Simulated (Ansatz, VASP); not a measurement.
# MnO2: VASP beside Ansatz

Contents of INCAR:

```
SYSTEM = MnO2
PREC     = Accurate       ! precision mode
ENCUT    = 520            ! plane-wave cutoff, eV
EDIFF    = 1E-6           ! SCF threshold, eV
ISMEAR   = 0              ! smearing method
SIGMA    = 0.05           ! smearing width, eV
LREAL    = .False.        ! projectors in reciprocal space
LASPH    = .True.         ! aspherical terms in the spheres
NELM     = 150            ! most SCF steps
ALGO     = Normal         ! electronic algorithm
ISIF     = 2              ! what is computed and relaxed
LWAVE    = .False.        ! write WAVECAR
LCHARG   = .False.        ! write CHGCAR
ISPIN    = 2              ! spin polarisation
MAGMOM   = 4.5 4.5 0 0 0 0 ! initial moments
LORBIT   = 11             ! projections on sites
LMAXMIX  = 4              ! l up to which the mixer works
LDAU     = .True.         ! DFT+U
LDAUTYPE = 2            
LDAUL    = 2 -1           ! shell
LDAUU    = 5.9 0          ! U, eV
LDAUJ    = 0 0          
LDAUPRINT= 1            
GGA      = PE             ! functional
NBANDS   = 38             ! bands
```

Contents of KPOINTS:

```
regular mesh
0
Gamma
  5 5 8
  0 0 0
```

File POSCAR:

```
MnO2
1.0
    4.4000000000      0.0000000000      0.0000000000
    0.0000000000      4.4000000000      0.0000000000
    0.0000000000      0.0000000000      2.8700000000
Mn O
2 4
Direct
    0.0000000000      0.0000000000      0.0000000000
    0.5000000000      0.5000000000      0.5000000000
    0.3030000000      0.3030000000      0.0000000000
    0.1970000000      0.8030000000      0.5000000000
    0.6970000000      0.6970000000      0.0000000000
    0.8030000000      0.1970000000      0.5000000000
```

Input for Ansatz:

```yaml
crystal:
  lattice:
    - [4.4, 0.0, 0.0]
    - [0.0, 4.4, 0.0]
    - [0.0, 0.0, 2.87]
  atoms:
    - { symbol: Mn, position: [0.0, 0.0, 0.0], spin: 4.5 }
    - { symbol: Mn, position: [0.5, 0.5, 0.5], spin: 4.5 }
    - { symbol: O, position: [0.303, 0.303, 0.0] }
    - { symbol: O, position: [0.197, 0.803, 0.5] }
    - { symbol: O, position: [0.697, 0.697, 0.0] }
    - { symbol: O, position: [0.803, 0.197, 0.5] }
magnetization:
  spin_polarized: true
hamiltonian:
  xc: pbe
  pseudopotentials: { kind: paw }
  hubbard: { sites: [{ species: Mn, l: d, u_eff: 5.9 }] }
basis:
  ecutwfc: 420
kpoints:
  mp_grid: { grid: [5, 5, 8] }
scf:
  occupations: { method: gaussian, width: 0.05 }
  lower_state_search: "off"
output:
  forces: true
  stress: true
```

Alike in both runs: task single point; functional PBE; k mesh 5 × 5 × 8; occupations gaussian, width 0.05 eV; collinear spin; Hubbard terms Mn d U = 5.9 eV.

|  | VASP | Ansatz |
| --- | --- | --- |
| version | VASP 6.6.1 | Ansatz 0.2.0 |
| potentials or method | VASP PAW PBE potentials, release 64 (Mn_pv, O), cutoff 520 eV | PAW, plane waves, scalar-relativistic |
| valence electrons in the cell | 50 | 54 |

Ansatz gave:

* pressure (GPa): 16.1
* traceless stress, the component that is largest in VASP (GPa): 4.45
* rms of the force components (eV/Å): 0.091
* net moment per atom (μB): 1.01
* size of the moment on the site where the two differ most (μB): 2.87

Problem. Which values does VASP return?

Solution. Pressure (GPa): 15.8; traceless stress, the component that is largest in VASP (GPa): 3.71; rms of the force components (eV/Å): 0.091; net moment per atom (μB): 1.01; size of the moment on the site where the two differ most (μB): 3.23.

Site moments also hang on the region over which each program counts them. The programs project onto different local orbitals, so the same U acts differently, and such runs can settle in different states. Atom by atom the forces differ by 0.000 eV/Å (rms over components). VASP's potentials hold 50 valence electrons a cell and Ansatz's 54, so a difference there can come from the potentials and not from the codes. Ansatz's warnings: filled band counts differ across k points.
